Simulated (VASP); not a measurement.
Input of a VASP 6.6.1 run:

The input INCAR:

```
PREC = Accurate ; ENCUT = 520
EDIFF = 1E-6 ; ISMEAR = 0
SIGMA = 0.1 ; LREAL = False
LASPH = True ; NELM = 100
ALGO = Normal ; ISIF = 2
LWAVE = False ; LCHARG = False
GGA = PE ; NBANDS = 25
```

Contents of KPOINTS:

```
Automatic mesh
0
Gamma
  10 10 10
```

File POSCAR:

```
LiP4Ir
1.0
    0.0000000000      3.5197504441      3.5197504441
    3.5197504441      0.0000000000      3.5197504441
    3.5197504441      3.5197504441      0.0000000000
Li P Ir
1 4 1
Direct
    0.7500000000      0.7500000000      0.7500000000
    0.3794698380      0.8615904861      0.3794698380
    0.3794698380      0.3794698380      0.8615904861
    0.3794698380      0.3794698380      0.3794698380
    0.8615904861      0.3794698380      0.3794698380
    0.0000000000      0.0000000000      0.0000000000
```

Potentials or basis: VASP PAW PBE potentials, release 64 (Li_sv, P, Ir).

Run with:

```console
$ cat potpaw_PBE.64/Li_sv/POTCAR potpaw_PBE.64/P/POTCAR potpaw_PBE.64/Ir/POTCAR > POTCAR
$ mpirun -np 1 vasp_std > vasp.out
```

Question: Estimate the band gap on the k mesh.

Answer: Zero (bands 16 and 17 overlap by 1.57 eV).

Question: What does it give for the largest force?

Answer: 0.048 eV/Å.

Forces in eV/Å, atoms in the order of the input:
```
Li   0.000  0.000  0.000
P   -0.028  0.028 -0.028
P   -0.028 -0.028  0.028
P    0.028  0.028  0.028
P    0.028 -0.028 -0.028
Ir   0.000  0.000  0.000
```

Caveat: spin-orbit coupling is left out, which moves the levels of the heavy elements.
